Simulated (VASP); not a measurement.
# Ir2Rh (P-6m2) in VASP: a series of runs

Runs on Ir2Rh. Level: PBE. Tasks: single point.

Everything below comes from runs of VASP 6.6.1. Logs are shortened: lines on timing, memory, paths and dates and some standing lists are left out, and cuts for length are marked.

### 1 The cell of the first run

Symmetry: P-6m2, No. 187, hexagonal system. Conventional cell: a = 2.739 Å, b = 2.739 Å, c = 13.293 Å, α = 90.00°, β = 90.00°, γ = 120.00°. Ir (site symmetry 3m) has 9 Ir at 2.73 to 2.74 Å and 3 Rh at 2.73 Å within 3.6 Å. Ir (site symmetry -6m2) has 6 Rh at 2.71 Å and 6 Ir at 2.74 Å within 3.6 Å. Ir (site symmetry -6m2) has 12 Ir at 2.73 to 2.74 Å within 3.6 Å. Within 3.6 Å of Rh (site symmetry 3m) lie 6 Ir at 2.71 to 2.73 Å and 6 Rh at 2.74 Å.

### 2 Single point, PBE

INCAR reads:

```
ALGO     = Normal         # electronic algorithm
EDIFF    = 1E-6           # SCF threshold, eV
ENCUT    = 520            # plane-wave cutoff, eV
GGA      = PE             # functional
ISIF     = 2              # what is computed and relaxed
ISMEAR   = 0              # smearing method
LASPH    = True           # aspherical terms in the spheres
LCHARG   = False          # write CHGCAR
LREAL    = False          # projectors in reciprocal space
LWAVE    = False          # write WAVECAR
NBANDS   = 42             # bands
NELM     = 100            # most SCF steps
PREC     = Accurate       # precision mode
SIGMA    = 0.1            # smearing width, eV
```

KPOINTS reads:

```
k-points
0
Gamma
  6 6 2
```

POSCAR reads:

```
Ir2Rh
1.0
    2.7391564000      0.0000000000      0.0000000000
   -1.3695782000      2.3721790000      0.0000000000
    0.0000000000      0.0000000000     13.2933463000
Ir Rh
4 2
Direct
    0.3333333000      0.6666667000      0.8329680000
    0.3333333000      0.6666667000      0.1670320000
    0.3333333000      0.6666667000      0.5000000000
    0.6666667000      0.3333333000      0.0000000000
    0.6666667000      0.3333333000      0.3341980000
    0.6666667000      0.3333333000      0.6658020000
```

Potentials or basis: VASP PAW PBE potentials, release 64 (Ir, Rh_pv).

Started as:

```console
$ cat potpaw_PBE.64/Ir/POTCAR potpaw_PBE.64/Rh_pv/POTCAR > POTCAR
$ mpirun -np 1 vasp_std > vasp.out
```

OUTCAR:

```text
EDIFF = 1E-6
   ENCUT = 520
   GGA = PE
   ISIF = 2
   ISMEAR = 0
   LASPH = True
   LREAL = False
   NELM = 100
   PREC = Accurate

 ion  position               nearest neighbor table
   1  0.333  0.667  0.833-   4 2.73   4 2.73   4 2.73   6 2.73   6 2.73   6 2.73
   2  0.333  0.667  0.167-   4 2.73   4 2.73   4 2.73   5 2.73   5 2.73   5 2.73
   3  0.333  0.667  0.500-   5 2.71   6 2.71   5 2.71   6 2.71   5 2.71   6 2.71
   4  0.667  0.333  0.000-   1 2.73   2 2.73   1 2.73   2 2.73   1 2.73   2 2.73
   5  0.667  0.333  0.334-   3 2.71   3 2.71   3 2.71   2 2.73   2 2.73   2 2.73
   6  0.667  0.333  0.666-   3 2.71   3 2.71   3 2.71   1 2.73   1 2.73   1 2.73

  LATTYP: Found a hexagonal cell.
 ALAT       =     2.7391564000
 C/A-ratio  =     4.8530804229

  Lattice vectors:

 A1 = (   2.7391564000,   0.0000000000,   0.0000000000)
 A2 = (  -1.3695782000,   2.3721790000,   0.0000000000)
 A3 = (   0.0000000000,   0.0000000000,  13.2933463000)

Analysis of symmetry for initial positions (statically):
=====================================================================
 Subroutine PRICEL returns:
 Original cell was already a primitive cell.

 Routine SETGRP: Setting up the symmetry group for a
 hexagonal supercell.

 Subroutine GETGRP returns: Found 12 space group operations
 (whereof 12 operations were pure point group operations)
 out of a pool of 24 trial point group operations.

The static configuration has the point symmetry D_3h.

Analysis of symmetry for dynamics (positions and initial velocities):
=====================================================================
 Subroutine PRICEL returns:
 Original cell was already a primitive cell.

 Routine SETGRP: Setting up the symmetry group for a
 hexagonal supercell.

 Subroutine GETGRP returns: Found 12 space group operations
 (whereof 12 operations were pure point group operations)
 out of a pool of 24 trial point group operations.

The dynamic configuration has the point symmetry D_3h.

 Subroutine INISYM returns: Found 12 space group operations
 (whereof 12 operations are pure point group operations),
 and found     1 'primitive' translations

----------------------------------------------------------------------------------------

                                     Primitive cell

  volume of cell :      86.3771

  direct lattice vectors                    reciprocal lattice vectors
     2.739156400  0.000000000  0.000000000     0.365075904  0.210776674  0.000000000
    -1.369578200  2.372179000  0.000000000     0.000000000  0.421553348  0.000000000
     0.000000000  0.000000000 13.293346300     0.000000000  0.000000000  0.075225604

  length of vectors
     2.739156400  2.739156376 13.293346300     0.421553345  0.421553348  0.075225604

  position of ions in fractional coordinates (direct lattice)
     0.333333300  0.666666700  0.832968000
     0.333333300  0.666666700  0.167032000
     0.333333300  0.666666700  0.500000000
     0.666666700  0.333333300  0.000000000
     0.666666700  0.333333300  0.334198000
     0.666666700  0.333333300  0.665802000

  ion indices of the primitive-cell ions
   primitive index   ion index
                 1           1
                 2           2
                 3           3
                 4           4
                 5           5
                 6           6

----------------------------------------------------------------------------------------

 KPOINTS: k-points

Automatic generation of k-mesh.
 Grid dimensions read from file:
 generate k-points for:    6    6    2

 Generating k-lattice:

  Cartesian coordinates                     Fractional coordinates (reciprocal lattice)
     0.060845984  0.035129446  0.000000000     0.166666667  0.000000000  0.000000000
     0.000000000  0.070258891  0.000000000     0.000000000  0.166666667  0.000000000
     0.000000000  0.000000000  0.037612802     0.000000000  0.000000000  0.500000000

  Length of vectors
     0.070258891  0.070258891  0.037612802

  Shift w.r.t. Gamma in fractional coordinates (k-lattice)
     0.000000000  0.000000000  0.000000000

 Subroutine IBZKPT returns following result:
 ===========================================

 Found     14 irreducible k-points:

 Following reciprocal coordinates:
            Coordinates               Weight
  0.000000  0.000000  0.000000      1.000000
  0.166667  0.000000  0.000000      6.000000
  0.333333  0.000000  0.000000      6.000000
  0.500000 -0.000000  0.000000      3.000000
  0.166667  0.166667  0.000000      6.000000
  0.333333  0.166667  0.000000     12.000000
  0.333333  0.333333  0.000000      2.000000
  0.000000  0.000000  0.500000      1.000000
  0.166667  0.000000  0.500000      6.000000
  0.333333  0.000000  0.500000      6.000000
  0.500000 -0.000000  0.500000      3.000000
  0.166667  0.166667  0.500000      6.000000
  0.333333  0.166667  0.500000     12.000000
  0.333333  0.333333  0.500000      2.000000
   k-points           NKPTS =     14   k-points in BZ     NKDIM =     14   number of bands    NBANDS=     42
   number of dos      NEDOS =    301   number of ions     NIONS =      6
   total plane-waves  NPLWV =  40000
   dimension x,y,z NGX =    20 NGY =   20 NGZ =  100
   dimension x,y,z NGXF=    40 NGYF=   40 NGZF=  200
   ions per type =               4   2
   NGX,Y,Z   is equivalent  to a cutoff of  12.14, 12.14, 12.51 a.u.
   NGXF,Y,Z  is equivalent  to a cutoff of  24.28, 24.28, 25.01 a.u.
 SYSTEM =  unknown system
   PREC   = accura    normal or accurate (medium, high low for compatibility)
   ISTART =      0    job   : 0-new  1-cont  2-samecut
   ICHARG =      2    charge: 1-file 2-atom 10-const
   ISPIN  =      1    spin polarized calculation?
   LNONCOLLINEAR =      F non collinear calculations
   LSORBIT =      F    spin-orbit coupling
   LASPH  =      T    aspherical Exc in radial PAW
   ENCUT  =  520.0 eV  38.22 Ry    6.18 a.u.   5.09  5.09 24.72*2*pi/ulx,y,z
   NELM   =    100;   NELMIN=  2; NELMDL= -5     # of ELM steps
   EDIFF  = 0.1E-05   stopping-criterion for ELM
   LREAL  =      F    real-space projection
   EDIFFG = 0.1E-04   stopping-criterion for IOM
   NSW    =      0    number of steps for IOM
   IBRION =     -1    ionic relax: 0-MD 1-quasi-New 2-CG
   NFREE  =      0    steps in history (QN), initial steepest desc. (CG)
   ISIF   =      2    stress and relaxation
   ISYM   =      2    0-nonsym 1-usesym 2-fastsym
   POTIM  = 0.5000    time-step for ionic-motion
   TEBEG  =    0.0;   TEEND  =   0.0 temperature during run
   PSTRESS=    0.0 pullay stress
   NELECT =      66.0000    total number of electrons
   NUPDOWN=      -1.0000    fix difference up-down
   EMIN   =  10.00;   EMAX   =-10.00  energy-range for DOS
   EFERMI =   0.00;   METHOD = LEGACY
   ISMEAR =     0;   SIGMA  =   0.10  broadening in eV -4-tet -1-fermi 0-gaus
   EFERMI_NEDOS =   21; number of points for ismear=-14 and -15
   IALGO  =     38    algorithm
   IMIX   =      4    mixing-type and parameters
     AMIX     =   0.40;   BMIX     =  1.00
     AMIX_MAG =   1.60;   BMIX_MAG =  1.00
  volume/ion in A,a.u.               =      14.40        97.15
  Fermi-wavevector in a.u.,A,eV,Ry     =   1.496660  2.828278 30.476947  2.239992
  Thomas-Fermi vector in A             =   2.608648
   LORBIT       =      0    0 simple, 1 ext, 2 COOP (PROOUT), +10 PAW based schemes
   GGA     = PE    functional components
   LHFCALC =     F    Hartree Fock is set to
   AEXX    =    0.0000 exact exchange contribution
   IVDW    =     0    specifies the selected vdW correction
   LEPSILON=     F    determine dielectric tensor
   LRPA    =     F    only Hartree local field effects (RPA)
 non-spin polarized calculation
 Gauss-broadening in eV      SIGMA  =   0.10
  energy-cutoff  :      520.00
  volume of cell :       86.38
 maximum number of plane-waves:      2346
   NGX = 11   NGY = 11   NGZ = 49

 number of electron      66.0000006 magnetization

 Free energy of the ion-electron system (eV)
  ---------------------------------------------------
  ext. energy  EPLUGINS =         0.00000000
  ---------------------------------------------------
  free energy    TOTEN  =       -49.55568657 eV

  energy without entropy =      -49.50836905  energy(sigma->0) =      -49.53202781

 E-fermi :  10.4085     XC(G=0): -13.8390

 val. band max:       10.3580746995   @ k =   0.1667   0.0000   0.5000
 cond. band min:      10.4086408094   @ k =   0.3333   0.3333   0.5000
 fundamental gap:      0.0505661099
 Fermi energy:        10.4085324565

 k-point     1 :       0.0000    0.0000    0.0000
  band No.  band energies     occupation
      1     -36.4581      2.00000
      2     -36.4532      2.00000
      3     -36.0687      2.00000
      4     -36.0687      2.00000
      5     -36.0686      2.00000
      6     -36.0686      2.00000
[... 34 lines left out ...]
     41      10.7554      0.00000
     42      10.7554      0.00000

 k-point     2 :       0.1667    0.0000    0.0000
  band No.  band energies     occupation
      1     -36.4416      2.00000
      2     -36.4381      2.00000
      3     -36.1861      2.00000
      4     -36.1858      2.00000
      5     -36.0969      2.00000
      6     -36.0968      2.00000
[... 34 lines left out ...]
     41      11.8164      0.00000
     42      14.3638      0.00000

 k-point     3 :       0.3333    0.0000    0.0000
  band No.  band energies     occupation
      1     -36.4169      2.00000
      2     -36.4159      2.00000
      3     -36.4084      2.00000
      4     -36.4079      2.00000
      5     -36.1531      2.00000
      6     -36.1528      2.00000
[... 447 lines left out ...]
      4     -36.3919      2.00000
      5     -36.2410      2.00000
      6     -36.2409      2.00000
[... 34 lines left out ...]
     41      16.7638      0.00000
     42      16.8417      0.00000

 k-point    14 :       0.3333    0.3333    0.5000
  band No.  band energies     occupation
      1     -36.3944      2.00000
      2     -36.3928      2.00000
      3     -36.3915      2.00000
      4     -36.3909      2.00000
      5     -36.3852      2.00000
      6     -36.3837      2.00000
[... 34 lines left out ...]
     41      17.2034      0.00000
     42      17.2054      0.00000

------------------------ aborting loop because EDIFF is reached ----------------------------------------

  FORCE on cell =-STRESS in cart. coord.  units (eV):
  Direction    XX          YY          ZZ          XY          YZ          ZX
  --------------------------------------------------------------------------------------
  -------------------------------------------------------------------------------------
  Total        1.7584107      1.7584107     -2.2616455      0.0000000     -0.0000000      0.0000000
  in kB       32.6161207     32.6161199    -41.9504397      0.0000000     -0.0000000      0.0000000
  external PRESSURE =       7.7606003 kB  Pullay stress =       0.0000000 kB

 VOLUME and BASIS-vectors are now :
 -----------------------------------------------------------------------------
  energy-cutoff  :      520.00
  volume of cell :       86.38
      direct lattice vectors                 reciprocal lattice vectors
     2.739156400  0.000000000  0.000000000     0.365075904  0.210776674  0.000000000
    -1.369578200  2.372179000  0.000000000     0.000000000  0.421553348  0.000000000
     0.000000000  0.000000000 13.293346300     0.000000000  0.000000000  0.075225604

 POSITION                                       TOTAL-FORCE (eV/Angst)
 -----------------------------------------------------------------------------------
     -0.00000      1.58145     11.07293        -0.000000      0.000000      0.086974
     -0.00000      1.58145      2.22041        -0.000000      0.000000     -0.086974
     -0.00000      1.58145      6.64667         0.000000     -0.000000      0.000000
      1.36958      0.79073      0.00000         0.000000      0.000000      0.000000
      1.36958      0.79073      4.44261        -0.000000     -0.000000     -0.026324
      1.36958      0.79073      8.85074        -0.000000      0.000000      0.026324
 -----------------------------------------------------------------------------------
    total drift:                               -0.000269      0.000156      0.000000

  FREE ENERGIE OF THE ION-ELECTRON SYSTEM (eV)
  ---------------------------------------------------
  free  energy   TOTEN  =       -49.5556865682 eV

  energy  without entropy=      -49.5083690512  energy(sigma->0) =      -49.53202781
```

Wall time 1.8 min (1 thread of Intel Xeon 8259CL, shared host); peak memory 0.21 GiB.

Results:

```
Free energy            : -49.5557 eV
Pressure               : 0.8 GPa
Largest force          : 0.087 eV/Å
Band gap on the k mesh : zero (bands 33 and 34 overlap by 2.66 eV)
```

Forces in eV/Å, atoms in the order of the input:
```
Ir   0.000  0.000  0.087
Ir   0.000  0.000 -0.087
Ir   0.000  0.000  0.000
Ir   0.000  0.000  0.000
Rh   0.000  0.000 -0.026
Rh   0.000  0.000  0.026
```

Stress tensor (GPa, compression positive):
```
 3.26  0.00  0.00
 0.00  3.26  0.00
 0.00  0.00 -4.20
```

Levels at points of the mesh, in eV from the Fermi level:
```csv
k point,band 30,band 31,band 32,band 33,band 34,band 35,band 36,band 37,band 38,band 39
"(0.00, 0.00, 0.00)",-2.05,-2.05,-1.05,-1.05,-1.04,-1.04,-0.12,0.07,0.07,0.19
"(0.50, 0.00, 0.00)",0.50,0.66,0.91,0.97,1.06,1.19,1.22,1.25,1.28,2.89
"(0.00, 0.00, 0.50)",-1.74,-1.69,-1.69,-1.28,-1.00,-0.48,-0.48,-0.21,-0.21,0.27
"(0.50, 0.00, 0.50)",0.33,0.52,0.60,0.99,1.22,1.26,1.28,2.14,2.17,2.38
```

Caveat: the k points lie up to 0.44 Å⁻¹ apart, too coarse for converged energies and pressures of a metal; spin-orbit coupling is left out, which moves the levels of the heavy elements.

### 3 Single point, PBE, collinear spin, ferromagnetic start

INCAR reads:

```
PREC = Accurate ; ENCUT = 520
EDIFF = 1E-6 ; ISMEAR = 0
SIGMA = 0.1 ; LREAL = False
LASPH = True ; NELM = 150
ALGO = Normal ; ISIF = 2
LWAVE = False ; LCHARG = True
ISPIN = 2 ; MAGMOM = 1 1 1 1 1 1
LORBIT = 11 ; LMAXMIX = 4
GGA = PE ; LELF = True
LVHAR = True ; NBANDS = 46
```

KPOINTS reads:

```
Automatic mesh
0
Gamma
  6 6 2
```

POSCAR is that of step 2.

Potentials or basis: VASP PAW PBE potentials, release 64 (Ir, Rh_pv).

Started as:

```console
$ cat potpaw_PBE.64/Ir/POTCAR potpaw_PBE.64/Rh_pv/POTCAR > POTCAR
$ mpirun -np 1 vasp_std > vasp.out
```

Run time: 7 min. Hardware: 1 thread of Intel Xeon 8259CL, shared host; peak memory 0.27 GiB.

Results (log left out):

| Property | Result |
| --- | --- |
| Free energy | -49.5557 eV |
| Pressure | 0.8 GPa |
| Largest force | 0.087 eV/Å |
| Band gap on the k mesh | zero (filled and empty bands overlap) |
| Net moment | 0.00 μB per cell |
| Valence electrons inside the program's atomic spheres | Ir 8.29, 8.26, 8.32 (each value once); Rh 13.76 |

Forces on the atoms (eV/Å):
```
Ir   0.000  0.000  0.087
Ir   0.000  0.000 -0.087
Ir   0.000  0.000  0.000
Ir   0.000  0.000  0.000
Rh   0.000  0.000 -0.026
Rh   0.000  0.000  0.026
```

Stress tensor (GPa, compression positive):
```
 3.26  0.00  0.00
 0.00  3.26  0.00
 0.00  0.00 -4.20
```

Levels at points of the mesh, in eV from the Fermi level:
Spin up:
| k point | band 30 | band 31 | band 32 | band 33 | band 34 | band 35 | band 36 | band 37 | band 38 | band 39 |
| --- | --- | --- | --- | --- | --- | --- | --- | --- | --- | --- |
| (0.00, 0.00, 0.00) | -2.05 | -2.05 | -1.05 | -1.05 | -1.04 | -1.04 | -0.12 | 0.07 | 0.07 | 0.19 |
| (0.50, 0.00, 0.00) | 0.50 | 0.66 | 0.91 | 0.98 | 1.06 | 1.19 | 1.22 | 1.25 | 1.28 | 2.89 |
| (0.00, 0.00, 0.50) | -1.74 | -1.69 | -1.69 | -1.28 | -1.00 | -0.48 | -0.48 | -0.21 | -0.21 | 0.27 |
| (0.50, 0.00, 0.50) | 0.33 | 0.52 | 0.60 | 0.99 | 1.22 | 1.26 | 1.28 | 2.14 | 2.17 | 2.38 |
Spin down:
```csv
k point,band 30,band 31,band 32,band 33,band 34,band 35,band 36,band 37,band 38,band 39
"(0.00, 0.00, 0.00)",-2.05,-2.05,-1.05,-1.05,-1.04,-1.04,-0.12,0.07,0.07,0.19
"(0.50, 0.00, 0.00)",0.50,0.66,0.91,0.97,1.06,1.19,1.22,1.25,1.28,2.89
"(0.00, 0.00, 0.50)",-1.74,-1.69,-1.69,-1.28,-1.00,-0.48,-0.48,-0.21,-0.21,0.27
"(0.50, 0.00, 0.50)",0.33,0.52,0.60,0.99,1.22,1.26,1.28,2.14,2.17,2.38
```

Caveat: the k points lie up to 0.44 Å⁻¹ apart, too coarse for converged energies and pressures of a metal; spin-orbit coupling is left out, which moves the levels of the heavy elements.

### 4 Single point, PBE

INCAR reads:

```
SYSTEM = Ir2Rh
  PREC = Accurate
  ENCUT = 520
  EDIFF = 1E-6
  ISMEAR = 0
  SIGMA = 0.1
  LREAL = .False.
  LASPH = .True.
  NELM = 100
  ALGO = Fast
  ISIF = 2
  LWAVE = .False.
  LCHARG = .False.
  GGA = PE
  NBANDS = 42
```

KPOINTS reads:

```
regular mesh
0
Gamma
  18 18 4
  0 0 0
```

POSCAR reads:

```
Ir2Rh
1.0
    2.7391563842      0.0000000000      0.0000000000
   -1.3695781921      2.3721790137      0.0000000000
    0.0000000000      0.0000000000     13.2933463000
Ir Rh
4 2
Direct
    0.3333333333      0.6666666667      0.8329680000
    0.3333333333      0.6666666667      0.1670320000
    0.3333333333      0.6666666667      0.5000000000
    0.6666666667      0.3333333333      0.0000000000
    0.6666666667      0.3333333333      0.3341980000
    0.6666666667      0.3333333333      0.6658020000
```

Started as:

```console
$ cat potpaw_PBE.64/Ir/POTCAR potpaw_PBE.64/Rh_pv/POTCAR > POTCAR
$ mpirun -np 1 vasp_std > vasp.out
```

Run time: 11 min. Hardware: 1 thread of Intel Xeon 8259CL, shared host; peak memory 0.43 GiB.

Results (log left out):

- Free energy: -49.6880 eV
- Pressure: 0.3 GPa
- Largest force: 0.023 eV/Å
- Band gap on the k mesh: zero (bands 33 and 34 overlap by 2.59 eV)

Forces in eV/Å, atoms in the order of the input:
```
Ir   0.000  0.000 -0.023
Ir   0.000  0.000  0.023
Ir   0.000  0.000  0.000
Ir   0.000  0.000  0.000
Rh   0.000  0.000 -0.003
Rh   0.000  0.000  0.003
```

Levels at points of the mesh, in eV from the Fermi level:
| k point | band 30 | band 31 | band 32 | band 33 | band 34 | band 35 |
| --- | --- | --- | --- | --- | --- | --- |
| (0.00, 0.00, 0.00) | -2.14 | -2.14 | -1.14 | -1.14 | -1.14 | -1.14 |
| (0.50, 0.00, 0.00) | 0.40 | 0.55 | 0.81 | 0.81 | 0.95 | 1.03 |
| (0.00, 0.00, 0.50) | -1.84 | -1.78 | -1.78 | -1.38 | -1.09 | -0.58 |
| (0.50, 0.00, 0.50) | 0.23 | 0.43 | 0.50 | 0.83 | 1.03 | 1.10 |

Caveat: spin-orbit coupling is left out, which moves the levels of the heavy elements.

### 5 Summary

```csv
spin,k mesh,gap on the mesh (eV),pressure (GPa),largest force (eV/Å)
off,6 × 6 × 2,none,0.8,0.09
"collinear, ferromagnetic start",6 × 6 × 2,none,0.8,0.09
off,18 × 18 × 4,none,0.3,0.02
```

Alike in all rows: task single point; level PBE; potentials or basis VASP PAW PBE potentials, release 64 (Ir, Rh_pv); cell as given; cutoff (eV) 520; smearing gaussian 0.1 eV.

Caveats: some runs use coarse meshes; spin-orbit coupling is left out, which moves the levels of the heavy elements.

Total energies depend on the potentials used, so only differences within one code and one set of settings carry meaning.
